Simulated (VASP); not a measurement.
## HfH2: single point with LDA

Crystal: HfH2.

```
Hf H
1.0
    -1.73318    1.73318    2.17321
     1.73318   -1.73318    2.17321
     1.73318    1.73318   -2.17321
Hf H
1 2
Direct
  0.00000 0.00000 0.00000
  0.75000 0.25000 0.50000
  0.25000 0.75000 0.50000
```

```yaml
Program: VASP 6.6.1
Task: single point
Functional: LDA
Potentials_or_basis: VASP PAW LDA potentials, release 64 (Hf_pv, H)
Cutoff: 520 eV
k_mesh: 12 × 12 × 12
Occupations: fermi-dirac, width 0.03 eV
Spin: no spin polarisation
Dipole_correction: no
Further_INCAR_settings: ALGO = Normal; EDIFF = 1e-06; NBANDS = 13
```

```
Pressure               : -7.1 GPa
Band gap on the k mesh : zero (bands 6 and 7 overlap by 1.08 eV)
```

Stress tensor (GPa, compression positive):
```
-6.68  0.00  0.00
 0.00 -6.68  0.00
 0.00  0.00 -7.91
```

Levels at points of the mesh, in eV from the Fermi level:
```
           k point  band 4  band 5  band 6  band 7  band 8  band 9
(0.00, 0.00, 0.00)  -11.20   -1.13   -0.49   -0.49    0.29    1.85
(0.50, 0.00, 0.00)   -8.33   -5.02   -0.82    0.55    3.79    4.72
(0.50, 0.50, 0.00)   -6.58   -5.57   -4.10    3.92    4.16    5.29
(0.50, 0.50, 0.50)   -7.65   -4.17   -3.80    4.59    4.70    4.70
```

It took 13 s on 1 thread of Intel(R) Xeon(R) 6975P-C (Granite Rapids), on a shared host, peak memory 0.17 GiB.

Caveat: the cell stands under tension; spin-orbit coupling is left out, which moves the levels of the heavy elements.
